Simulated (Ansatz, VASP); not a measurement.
# One calculation of Si4B, two programs

```
Si B
1.0
     5.88418    0.00000    0.00000
     0.00000    5.88418    0.00000
     0.00000    0.00000    2.87119
Si B
4 1
Direct
  0.28893 0.00000 0.50000
  0.71107 0.00000 0.50000
  0.00000 0.28893 0.50000
  0.00000 0.71107 0.50000
  0.00000 0.00000 0.00000
```

Alike in both runs: functional PBE; k mesh 3 × 3 × 6; occupations gaussian, width 0.2 eV; no spin polarisation.

Ansatz relaxed the structure, and its values are those at the end. VASP's run is a single point on that final structure, the one shown.

|  | VASP | Ansatz |
| --- | --- | --- |
| version | VASP 6.6.1 | Ansatz 0.2.0 |
| potentials or method | VASP PAW PBE potentials, release 64 (Si, B), cutoff 500 eV | scalar-relativistic, plane waves, PAW |
| valence electrons in the cell | 19 | 19 |

VASP gave:

- gap on the k mesh at the Fermi level (eV): none
- pressure (GPa): 0.1
- rms of the force components (eV/Å): 0.027

Question: Which values does Ansatz return?

Answer: gap on the k mesh at the Fermi level (eV): none; pressure (GPa): 0.1; rms of the force components (eV/Å): 0.024.

A gap of «none» marks a metal or a gap that the smearing closes.

The k mesh is coarse, so the values compare programs but aren't converged.
